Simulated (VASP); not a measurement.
# Mg (P6/mmm) in VASP: further runs

Runs on Mg. Level: PBE. Tasks: single point.

All numbers are computed with VASP 6.6.1; they aren't measurements. Logs are shortened: lines on timing, memory, paths and dates and some standing lists are left out, and cuts for length are marked.

**1. The cell of the first run**

It takes space group P6/mmm (No. 191, hexagonal). Conventional cell: a = 2.928 Å, b = 2.928 Å, c = 3.288 Å, α = 90.00°, β = 90.00°, γ = 120.00°. Mg (site symmetry 6/mmm) has 8 Mg at 2.93 to 3.29 Å within 3.9 Å.

This isn't the form of Mg at room conditions, which is hcp.

**2. Single point, PBE (strain -0.040 along x and y, +0.080 along z)**

Input file INCAR:

```
SYSTEM = Mg
PREC = Accurate
ENCUT = 520
EDIFF = 1E-7
ISMEAR = 0
SIGMA = 0.15
LREAL = .False.
LASPH = .True.
NELM = 60
ALGO = Fast
ISIF = 2
LWAVE = .False.
LCHARG = .False.
GGA = PE
NBANDS = 7
```

Input file KPOINTS:

```
Automatic mesh
0
Gamma
  18 18 16
  0 0 0
```

Input file POSCAR:

```
Mg
1.0
    2.9282878085      0.0000000000      0.0000000000
   -1.4641439043      2.5359716317      0.0000000000
    0.0000000000      0.0000000000      3.2884245756
Mg
1
Direct
    0.0000000000      0.0000000000      0.0000000000
```

Potentials or basis: VASP PAW PBE potentials, release 64 (Mg).

Launch:

```bash
$ cat potpaw_PBE.64/Mg/POTCAR > POTCAR
$ mpirun -np 1 vasp_std > vasp.out
```

OUTCAR:

```text
SYSTEM = Mg
   PREC = Accurate
   ENCUT = 520
   EDIFF = 1E-7
   ISMEAR = 0
   LREAL = .False.
   LASPH = .True.
   NELM = 60
   ISIF = 2
   GGA = PE

 ion  position               nearest neighbor table
   1  0.000  0.000  0.000-

  LATTYP: Found a hexagonal cell.
 ALAT       =     2.9282878085
 C/A-ratio  =     1.1229854409

  Lattice vectors:

 A1 = (   2.9282878085,   0.0000000000,   0.0000000000)
 A2 = (  -1.4641439043,   2.5359716317,   0.0000000000)
 A3 = (   0.0000000000,   0.0000000000,   3.2884245756)

Analysis of symmetry for initial positions (statically):
=====================================================================
 Subroutine PRICEL returns:
 Original cell was already a primitive cell.

 Routine SETGRP: Setting up the symmetry group for a
 hexagonal supercell.

 Subroutine GETGRP returns: Found 24 space group operations
 (whereof 24 operations were pure point group operations)
 out of a pool of 24 trial point group operations.

The static configuration has the point symmetry D_6h.

Analysis of symmetry for dynamics (positions and initial velocities):
=====================================================================
 Subroutine PRICEL returns:
 Original cell was already a primitive cell.

 Routine SETGRP: Setting up the symmetry group for a
 hexagonal supercell.

 Subroutine GETGRP returns: Found 24 space group operations
 (whereof 24 operations were pure point group operations)
 out of a pool of 24 trial point group operations.

The dynamic configuration has the point symmetry D_6h.

 Subroutine INISYM returns: Found 24 space group operations
 (whereof 24 operations are pure point group operations),
 and found     1 'primitive' translations

----------------------------------------------------------------------------------------

                                     Primitive cell

  volume of cell :      24.4200

  direct lattice vectors                    reciprocal lattice vectors
     2.928287808  0.000000000  0.000000000     0.341496487  0.197163089  0.000000000
    -1.464143904  2.535971632  0.000000000     0.000000000  0.394326178  0.000000000
     0.000000000  0.000000000  3.288424576     0.000000000  0.000000000  0.304096985

  length of vectors
     2.928287808  2.928287808  3.288424576     0.394326178  0.394326178  0.304096985

  position of ions in fractional coordinates (direct lattice)
     0.000000000  0.000000000  0.000000000

  ion indices of the primitive-cell ions
   primitive index   ion index
                 1           1

----------------------------------------------------------------------------------------

 KPOINTS: Automatic mesh

Automatic generation of k-mesh.
 Grid dimensions read from file:
 generate k-points for:   18   18   16

 Generating k-lattice:

  Cartesian coordinates                     Fractional coordinates (reciprocal lattice)
     0.018972027  0.010953505  0.000000000     0.055555556 -0.000000000  0.000000000
     0.000000000  0.021907010  0.000000000     0.000000000  0.055555556  0.000000000
     0.000000000  0.000000000  0.019006062     0.000000000  0.000000000  0.062500000

  Length of vectors
     0.021907010  0.021907010  0.019006062

  Shift w.r.t. Gamma in fractional coordinates (k-lattice)
     0.000000000  0.000000000  0.000000000

 Subroutine IBZKPT returns following result:
 ===========================================

 Found    333 irreducible k-points:

 Following reciprocal coordinates:
            Coordinates               Weight
  0.000000  0.000000  0.000000      1.000000
  0.055556  0.000000  0.000000      6.000000
  0.111111  0.000000  0.000000      6.000000
  0.166667 -0.000000  0.000000      6.000000
  0.222222  0.000000  0.000000      6.000000
  0.277778  0.000000  0.000000      6.000000
[... 16 lines left out ...]
  0.333333  0.111111  0.000000     12.000000
  0.388889  0.111111  0.000000     12.000000
 [... further k-points ...]
   k-points           NKPTS =    333   k-points in BZ     NKDIM =    333   number of bands    NBANDS=      7
   number of dos      NEDOS =    301   number of ions     NIONS =      1
   total plane-waves  NPLWV =  13824
   dimension x,y,z NGX =    24 NGY =   24 NGZ =   24
   dimension x,y,z NGXF=    48 NGYF=   48 NGZF=   48
   ions per type =               1
   NGX,Y,Z   is equivalent  to a cutoff of  13.63, 13.63, 12.13 a.u.
   NGXF,Y,Z  is equivalent  to a cutoff of  27.25, 27.25, 24.27 a.u.
 SYSTEM =  Mg
   PREC   = accura    normal or accurate (medium, high low for compatibility)
   ISTART =      0    job   : 0-new  1-cont  2-samecut
   ICHARG =      2    charge: 1-file 2-atom 10-const
   ISPIN  =      1    spin polarized calculation?
   LNONCOLLINEAR =      F non collinear calculations
   LSORBIT =      F    spin-orbit coupling
   LASPH  =      T    aspherical Exc in radial PAW
   ENCUT  =  520.0 eV  38.22 Ry    6.18 a.u.   5.44  5.44  6.11*2*pi/ulx,y,z
   NELM   =     60;   NELMIN=  2; NELMDL= -5     # of ELM steps
   EDIFF  = 0.1E-06   stopping-criterion for ELM
   LREAL  =      F    real-space projection
   EDIFFG = 0.1E-05   stopping-criterion for IOM
   NSW    =      0    number of steps for IOM
   IBRION =     -1    ionic relax: 0-MD 1-quasi-New 2-CG
   NFREE  =      0    steps in history (QN), initial steepest desc. (CG)
   ISIF   =      2    stress and relaxation
   ISYM   =      2    0-nonsym 1-usesym 2-fastsym
   POTIM  = 0.5000    time-step for ionic-motion
   TEBEG  =    0.0;   TEEND  =   0.0 temperature during run
   PSTRESS=    0.0 pullay stress
   NELECT =       2.0000    total number of electrons
   NUPDOWN=      -1.0000    fix difference up-down
   EMIN   =  10.00;   EMAX   =-10.00  energy-range for DOS
   EFERMI =   0.00;   METHOD = LEGACY
   ISMEAR =     0;   SIGMA  =   0.15  broadening in eV -4-tet -1-fermi 0-gaus
   EFERMI_NEDOS =   21; number of points for ismear=-14 and -15
   IALGO  =     68    algorithm
   IMIX   =      4    mixing-type and parameters
     AMIX     =   0.40;   BMIX     =  1.00
     AMIX_MAG =   1.60;   BMIX_MAG =  1.00
  volume/ion in A,a.u.               =      24.42       164.79
  Fermi-wavevector in a.u.,A,eV,Ry     =   0.710945  1.343492  6.876971  0.505443
  Thomas-Fermi vector in A             =   1.797927
   LORBIT       =      0    0 simple, 1 ext, 2 COOP (PROOUT), +10 PAW based schemes
   GGA     = PE    functional components
   LHFCALC =     F    Hartree Fock is set to
   AEXX    =    0.0000 exact exchange contribution
   IVDW    =     0    specifies the selected vdW correction
   LEPSILON=     F    determine dielectric tensor
   LRPA    =     F    only Hartree local field effects (RPA)
 non-spin polarized calculation
 RMM-DIIS sequential band-by-band and
 Gauss-broadening in eV      SIGMA  =   0.15
  energy-cutoff  :      520.00
  volume of cell :       24.42
 maximum number of plane-waves:       679
 NGX is ok and might be reduce to    24
   NGX = 11   NGY = 11   NGZ = 13

 number of electron       2.0000000 magnetization

 Free energy of the ion-electron system (eV)
  ---------------------------------------------------
  ext. energy  EPLUGINS =         0.00000000
  ---------------------------------------------------
  free energy    TOTEN  =        -1.21936175 eV

  energy without entropy =       -1.21398545  energy(sigma->0) =       -1.21667360

 E-fermi :   2.2460     XC(G=0):  -8.2444

 val. band max:        2.2153152473   @ k =   0.2778   0.2222   0.4375
 cond. band min:       2.2486150339   @ k =   0.3889   0.1667   0.3125
 fundamental gap:      0.0332997866
 Fermi energy:         2.2460054556

 k-point     1 :       0.0000    0.0000    0.0000
  band No.  band energies     occupation
      1      -4.4034      2.00000
      2       8.6934      0.00000
      3       8.8280      0.00000
      4      16.0503      0.00000
      5      16.0503      0.00000
      6      17.9308      0.00000
      7      17.9308      0.00000

 k-point     2 :       0.0556    0.0000    0.0000
  band No.  band energies     occupation
      1      -4.3310      2.00000
      2       8.7546      0.00000
      3       8.8746      0.00000
      4      14.8348      0.00000
      5      15.6381      0.00000
      6      17.6242      0.00000
      7      18.4609      0.00000

 k-point     3 :       0.1111    0.0000    0.0000
  band No.  band energies     occupation
      1      -4.1141      2.00000
      2       8.9382      0.00000
      3       8.9975      0.00000
      4      12.9816      0.00000
      5      14.9210      0.00000
      6      16.8627      0.00000
      7      19.5302      0.00000

 k-point     4 :       0.1667   -0.0000    0.0000
  band No.  band energies     occupation
      1      -3.7538      2.00000
      2       9.0901      0.00000
      3       9.2444      0.00000
      4      11.2502      0.00000
      5      14.2270      0.00000
      6      16.0847      0.00000
      7      20.8053      0.00000

 k-point     5 :       0.2222    0.0000    0.0000
  band No.  band energies     occupation
      1      -3.2521      2.00000
      2       8.5345      0.00000
      3       9.6738      0.00000
      4      10.3188      0.00000
      5      13.6204      0.00000
      6      15.4286      0.00000
      7      20.8823      0.00000
[... 161 lines left out ...]
 k-point    22 :       0.2778    0.1111    0.0000
  band No.  band energies     occupation
      1      -1.6261      2.00000
      2       5.6953      0.00000
      3       9.0742      0.00000
      4      11.0884      0.00000
      5      12.6943      0.00000
      6      16.7799      0.00000
      7      17.9002      0.00000

 k-point    23 :       0.3333    0.1111    0.0000
  band No.  band energies     occupation
      1      -0.7245      2.00000
      2       4.2122      0.00000
      3       8.8679      0.00000
      4      11.8851      0.00000
      5      13.2930      0.00000
      6      16.2855      0.00000
      7      16.4810      0.00000

 k-point    24 :       0.3889    0.1111    0.0000
  band No.  band energies     occupation
      1       0.2884      2.00000
      2       2.8451      0.00000
      3       8.7272      0.00000
      4      12.7836      0.00000
      5      13.9617      0.00000
      6      15.2044      0.00000
      7      15.7973      0.00000

 [... further k-points ...]

------------------------ aborting loop because EDIFF is reached ----------------------------------------

  FORCE on cell =-STRESS in cart. coord.  units (eV):
  Direction    XX          YY          ZZ          XY          YZ          ZX
  --------------------------------------------------------------------------------------
  -------------------------------------------------------------------------------------
  Total        0.9283689      0.9283689     -0.4010124     -0.0000000      0.0000000      0.0000000
  in kB       60.9095105     60.9095105    -26.3100928     -0.0000000      0.0000000      0.0000000
  external PRESSURE =      31.8363094 kB  Pullay stress =       0.0000000 kB

 VOLUME and BASIS-vectors are now :
 -----------------------------------------------------------------------------
  energy-cutoff  :      520.00
  volume of cell :       24.42
      direct lattice vectors                 reciprocal lattice vectors
     2.928287808  0.000000000  0.000000000     0.341496487  0.197163089  0.000000000
    -1.464143904  2.535971632  0.000000000     0.000000000  0.394326178  0.000000000
     0.000000000  0.000000000  3.288424576     0.000000000  0.000000000  0.304096985

 POSITION                                       TOTAL-FORCE (eV/Angst)
 -----------------------------------------------------------------------------------
      0.00000      0.00000      0.00000        -0.000000      0.000000      0.000000
 -----------------------------------------------------------------------------------
    total drift:                               -0.000000     -0.000000      0.000000

  FREE ENERGIE OF THE ION-ELECTRON SYSTEM (eV)
  ---------------------------------------------------
  free  energy   TOTEN  =        -1.2193617544 eV

  energy  without entropy=       -1.2139854486  energy(sigma->0) =       -1.21667360
```

Wall time 12 s (1 thread of Intel Xeon 6975P-C (Granite Rapids), shared host); peak memory 0.18 GiB.

Results:

- Free energy: -1.2194 eV
- Pressure: 3.2 GPa
- Band gap on the k mesh: zero (bands 1 and 2 overlap by 5.22 eV)

Caveat: the cell differs from its parent crystal (strain -0.040 along x and y, +0.080 along z); the cell stands under pressure.

(Part 1 of 2 ends here.)
